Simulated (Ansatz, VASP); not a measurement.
# One calculation of ZrSe2, two programs

```
Zr Se
1.0
     3.74661    0.00000    0.00000
    -1.87330    3.24466    0.00000
     0.00000    0.00000    6.02835
Zr Se
1 2
Direct
  0.00000 0.00000 0.00000
  0.33333 0.66667 0.26401
  0.66667 0.33333 0.73599
```

Alike in both runs: functional PBE; dispersion D3(BJ); k mesh 6 × 6 × 3; no spin polarisation.

Ansatz relaxed the structure, and its values are those at the end. VASP's run is a single point on that final structure, the one shown.

|  | VASP | Ansatz |
| --- | --- | --- |
| version | VASP 6.6.1 | Ansatz 0.2.0 |
| potentials or method | VASP PAW PBE potentials, release 64 (Zr_sv, Se), cutoff 500 eV | plane waves, PAW |
| occupations | gaussian, width 0.01 eV | fixed |
| valence electrons in the cell | 24 | 44 |

```tsv
	VASP	Ansatz	Ansatz less VASP
pressure (GPa)	0.1	0.0	-0.11
rms of the force components (eV/Å)	0.008	0.001	-0.0077
```

VASP's potentials hold 24 valence electrons a cell and Ansatz's 44, so a difference there can come from the potentials and not from the codes. Ansatz's warnings: metallic iterate.
